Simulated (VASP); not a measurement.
Crystal: CO2.

```
CELL_PARAMETERS angstrom
2.63591 -2.38738 0.00000
2.63591 2.38738 0.00000
0.00000 0.00000 6.58717
ATOMIC_POSITIONS crystal
C 0.00000 0.00000 0.00000
C 0.50000 0.50000 0.50000
O 0.80651 0.19349 0.89184
O 0.19349 0.80651 0.10816
O 0.69349 0.30651 0.39184
O 0.30651 0.69349 0.60816
```

| Quantity | Value |
| --- | --- |
| Program | VASP 6.6.1 |
| Task | relaxation of cell and atoms |
| Functional | LDA |
| Potentials or basis | VASP PAW LDA potentials, release 64 (C, O) |
| Cutoff | 600 eV |
| k mesh | 6 × 6 × 4 |
| Occupations | gaussian, width 0.02 eV |
| Spin | no spin polarisation |

At the start: pressure -1.1 GPa; volume 13.82 Å³/atom.

How do energy, volume and symmetry change on relaxing?

Over 55 steps the energy falls by 12.3 meV/atom and the volume is 11.93 Å³/atom (-13.7 %); space group Cmce (No. 64, to 0.05 Å).

Step by step:
| step | energy change (eV) | largest force (eV/Å) | pressure (GPa) | volume (Å³) |
| --- | --- | --- | --- | --- |
| 1 | 0.0000 | 0.1671 | -1.08 | 82.91 |
| 3 | -0.0118 | 0.5812 | -3.23 | 81.06 |
| 5 | -0.0174 | 0.5610 | -3.13 | 80.49 |
| 7 | -0.0401 | 0.4640 | -2.66 | 77.97 |
| 9 | -0.0630 | 0.0089 | 0.89 | 68.40 |
| 11 | -0.0715 | 0.1394 | -0.48 | 71.39 |
| 13 | -0.0719 | 0.0091 | -0.04 | 71.61 |
| 15 | -0.0721 | 0.0110 | -0.02 | 71.56 |
| 17 | -0.0726 | 0.0216 | 0.08 | 71.33 |
| 19 | -0.0730 | 0.0453 | -0.05 | 71.02 |
| 21 | -0.0731 | 0.0308 | -0.02 | 71.03 |
| 23 | -0.0734 | 0.0896 | -0.21 | 71.09 |
| 25 | -0.0735 | 0.0471 | -0.07 | 71.09 |
| 27 | -0.0736 | 0.0172 | 0.12 | 71.09 |
| 29 | -0.0736 | 0.0166 | 0.10 | 71.11 |
| 31 | -0.0737 | 0.0174 | 0.03 | 71.20 |
| 33 | -0.0738 | 0.0323 | 0.14 | 71.34 |
| 35 | -0.0738 | 0.0202 | 0.09 | 71.35 |
| 37 | -0.0740 | 0.0147 | -0.05 | 71.54 |
| 39 | -0.0740 | 0.0215 | -0.09 | 71.60 |
| 41 | -0.0740 | 0.0102 | 0.00 | 71.61 |
| 43 | -0.0740 | 0.0032 | -0.04 | 71.64 |
| 45 | -0.0741 | 0.0068 | -0.07 | 71.66 |
| 47 | -0.0741 | 0.0107 | 0.00 | 71.65 |
| 49 | -0.0741 | 0.0109 | -0.06 | 71.59 |
| 51 | -0.0741 | 0.0072 | -0.08 | 71.60 |
| 53 | -0.0741 | 0.0094 | -0.07 | 71.59 |
| 55 | -0.0741 | 0.0043 | -0.01 | 71.57 |

Final structure:
```
CELL_PARAMETERS angstrom
2.54119 -2.29200 0.00000
2.54119 2.29200 0.00000
0.00000 0.00000 6.14389
ATOMIC_POSITIONS crystal
C 0.00000 0.00000 0.00000
C 0.50000 0.50000 0.50000
O 0.79210 0.20790 0.89039
O 0.20790 0.79210 0.10961
O 0.70790 0.29210 0.39039
O 0.29210 0.70790 0.60961
```
